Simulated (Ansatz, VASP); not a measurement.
**One calculation of MgO, two programs**

Contents of INCAR:

```
PREC = Accurate
ENCUT = 600
EDIFF = 1E-6
ISMEAR = 0
SIGMA = 0.1
LREAL = False
LASPH = True
NELM = 120
ALGO = Normal
ISIF = 2
LWAVE = False
LCHARG = False
GGA = PE
NBANDS = 11
GGA_COMPAT = False
```

File KPOINTS:

```
regular mesh
0
Gamma
  8 8 8
```

POSCAR

```
MgO
1.0
    0.0000000000      2.0970010000      2.0970010000
    2.0970010000      0.0000000000      2.0970010000
    2.0970010000      2.0970010000      0.0000000000
Mg O
1 1
Direct
    0.0000000000      0.0000000000      0.0000000000
    0.5000000000      0.5000000000      0.5000000000
```

Input for Ansatz:

```yaml
crystal:
  lattice:
    - [0.0, 2.09700131, 2.09700131]
    - [2.09700131, 0.0, 2.09700131]
    - [2.09700131, 2.09700131, 0.0]
  atoms:
    - { symbol: Mg, position: [0.0, 0.0, 0.0] }
    - { symbol: O, position: [0.5, 0.5, 0.5] }
basis:
  ecutwfc: 420
kpoints:
  mp_grid: { grid: [8, 8, 8] }
hamiltonian:
  xc: pbe
scf:
  occupations: { method: gaussian, width: 0.1 }
output:
  forces: true
  stress: true
  eigenvalues: true
```

Alike in both runs: task single point; functional PBE; k mesh 8 × 8 × 8; occupations gaussian, width 0.1 eV; no spin polarisation.

```csv
,VASP,Ansatz
version,VASP 6.6.1,Ansatz 0.2.0
potentials or method,"VASP PAW PBE potentials, release 64 (Mg, O), cutoff 600 eV","scalar-relativistic, plane waves, PAW"
valence electrons in the cell,8,16
```

|  | VASP | Ansatz | Ansatz less VASP |
| --- | --- | --- | --- |
| gap on the k mesh at the Fermi level (eV) | 4.85 | 4.87 | +0.015 |
| least direct gap on the mesh (eV) | 4.85 | 4.87 | +0.015 |
| pressure (GPa) | 5.9 | 6.9 | +0.98 |

With one functional, cell and mesh, what is left measures potentials, basis and numerics. VASP's potentials hold 8 valence electrons a cell and Ansatz's 16, so a difference there can come from the potentials and not from the codes.
